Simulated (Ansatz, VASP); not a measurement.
# Two plane-wave programs on InO

```
CELL_PARAMETERS angstrom
3.28093 0.00000 0.00000
-1.64047 2.84137 0.00000
0.00000 0.00000 15.87710
ATOMIC_POSITIONS crystal
In 0.66667 0.33333 0.59002
In 0.66667 0.33333 0.40998
O 0.00000 0.00000 0.63987
O 0.00000 0.00000 0.36013
```

Change from the starting cell: strain -0.050 along x and y, +0.000 along z, atoms carried along.

Alike in both runs: task single point; functional PBE; k mesh 12 × 12 × 2; occupations gaussian, width 0.03 eV; no spin polarisation.

|  | VASP | Ansatz |
| --- | --- | --- |
| version | VASP 6.6.1 | Ansatz 0.2.0 |
| potentials or method | VASP PAW PBE potentials, release 64 (In_d, O), cutoff 520 eV | scalar-relativistic, plane waves, PAW |
| valence electrons in the cell | 38 | 38 |

|  | VASP | Ansatz | Ansatz less VASP |
| --- | --- | --- | --- |
| gap on the k mesh at the Fermi level (eV) | 0.29 | 0.30 | +0.006 |
| least direct gap on the mesh (eV) | 1.50 | 1.52 | +0.012 |
| rms of the force components (eV/Å) | 0.669 | 0.643 | -0.0255 |

Atom by atom the forces differ by 0.026 eV/Å (rms over components).
